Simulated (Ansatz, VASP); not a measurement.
# Li2Se in VASP and in Ansatz

Contents of INCAR:

```
PREC = Accurate
ENCUT = 750
EDIFF = 1E-6
ISMEAR = 0
SIGMA = 0.05
LREAL = F
LASPH = T
NELM = 200
ALGO = Normal
ISIF = 2
LWAVE = F
LCHARG = F
ISPIN = 2
MAGMOM = 1 1 3
LORBIT = 11
GGA = PE
NBANDS = 17
GGA_COMPAT = F
```

Contents of KPOINTS:

```
regular mesh
0
Gamma
  10 10 10
```

The input POSCAR:

```
Li2Se
1.0
    0.0000000000      3.0031987212      3.0031987212
    3.0031987212      0.0000000000      3.0031987212
    3.0031987212      3.0031987212      0.0000000000
Li Se
2 1
Direct
    0.2500000000      0.2500000000      0.2500000000
    0.7500000000      0.7500000000      0.7500000000
    0.0000000000      0.0000000000      0.0000000000
```

Input for Ansatz:

```yaml
crystal:
  lattice:
    - [0.0, 3.0031987222, 3.0031987222]
    - [3.0031987222, 0.0, 3.0031987222]
    - [3.0031987222, 3.0031987222, 0.0]
  atoms:
    - { symbol: Li, position: [0.25, 0.25, 0.25] }
    - { symbol: Li, position: [0.75, 0.75, 0.75] }
    - { symbol: Se, position: [0.0, 0.0, 0.0] }
basis:
  ecutwfc: "550 eV"
  ecutrho_ratio: 4
kpoints:
  mp_grid: { grid: [10, 10, 10] }
hamiltonian:
  xc: pbe
scf:
  occupations: { method: gaussian, width: 0.05 }
output:
  forces: true
  stress: true
```

Alike in both runs: task single point; functional PBE; k mesh 10 × 10 × 10; occupations gaussian, width 0.05 eV; collinear spin.

```csv
,VASP,Ansatz
version,VASP 6.6.1,Ansatz 0.2.0
potentials or method,"VASP PAW PBE potentials, release 64 (Li_sv, Se), cutoff 750 eV","scalar-relativistic, plane waves, PAW"
valence electrons in the cell,12,22
```

|  | VASP | Ansatz | Ansatz less VASP |
| --- | --- | --- | --- |
| pressure (GPa) | -0.1 | 0.0 | +0.07 |
| net moment per atom (μB) | 0.00 | 0.00 | 0.000 |

VASP's potentials hold 12 valence electrons a cell and Ansatz's 22, so a difference there can come from the potentials and not from the codes.
